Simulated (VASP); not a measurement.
Input of a VASP 6.6.1 run:

Contents of INCAR:

```
SYSTEM = TiSi2
ALGO = Normal
EDIFF = 1E-6
ENCUT = 520
GGA = PE
ISIF = 2
ISMEAR = -1
ISYM = 0
LASPH = .True.
LCHARG = .False.
LREAL = Auto
LWAVE = .False.
NBANDS = 75
NELM = 60
PREC = Accurate
SIGMA = 0.2344
```

The input KPOINTS:

```
Automatic mesh
0
Gamma
  1 1 1
  0.25 0.25 0.25
```

The input POSCAR:

```
TiSi2
1.0
    6.6632510000      0.2460850000     -0.0945350000
    0.2460850000      6.4484990000     -0.0081680000
   -0.0945350000     -0.0081680000      6.7432540000
Ti Si
6 12
Direct
    0.4377579002      0.2156375863      0.9356528422
    0.4547399638      0.7495342651      0.7193490025
    0.2333188543      0.4352907850      0.6199145476
    0.7624462756      0.9941209230      0.3953684435
    0.0563530410      0.9899750694      0.7865919704
    1.1543309503      0.6311344651      0.1216330844
    0.4300407639     -0.0697041052      0.1816514046
    0.6196949177      0.6760135031      0.3802672326
    0.1392756272      0.8234299739      0.4753924733
    0.8935528366      0.6815669129      0.6101256242
    0.0691658223      0.0099495080      1.1491263504
    0.3045816509      0.2867646537      0.2413758877
    0.4469015824      0.1121124940      0.5600001981
    0.7107411464      0.9753410590      0.9076369510
    0.6008137322      0.5191772150      0.0297501126
    0.6822479198      0.3591122977      0.7075504699
    1.0269529380      0.3454788841      0.9078051735
    0.8970409498      0.3471152705      0.3469388820
```

Potentials or basis: VASP PAW PBE potentials, release 64 (Ti_sv, Si).

Command:

```sh
$ cat potpaw_PBE.64/Ti_sv/POTCAR potpaw_PBE.64/Si/POTCAR > POTCAR
$ mpirun -np 1 vasp_std > vasp.out
```

Estimate the largest force.

3.495 eV/Å.

Predict the pressure.

4.8 GPa.

Estimate the band gap on the k mesh.

0.16 eV.

Forces in eV/Å, atoms in the order of the input:
```
Ti  -2.093  0.451 -1.211
Ti   1.233 -0.291  1.084
Ti  -0.736  1.411 -1.811
Ti   0.629  1.550  0.060
Ti   0.833 -0.151 -0.711
Ti   0.708  0.196  0.139
Si   0.105 -1.066 -0.567
Si  -1.191 -2.763 -0.843
Si   2.732  0.695 -2.066
Si  -2.267 -1.839  1.470
Si  -0.932  1.452  0.268
Si  -0.664  0.009  3.235
Si  -0.497 -0.072  0.113
Si   1.475 -1.247 -0.145
Si   0.477  1.572  1.365
Si   0.383 -0.605 -1.051
Si  -0.589  0.251  1.118
Si   0.395  0.446 -0.444
```

Caveat: the k points lie up to 0.98 Å⁻¹ apart.
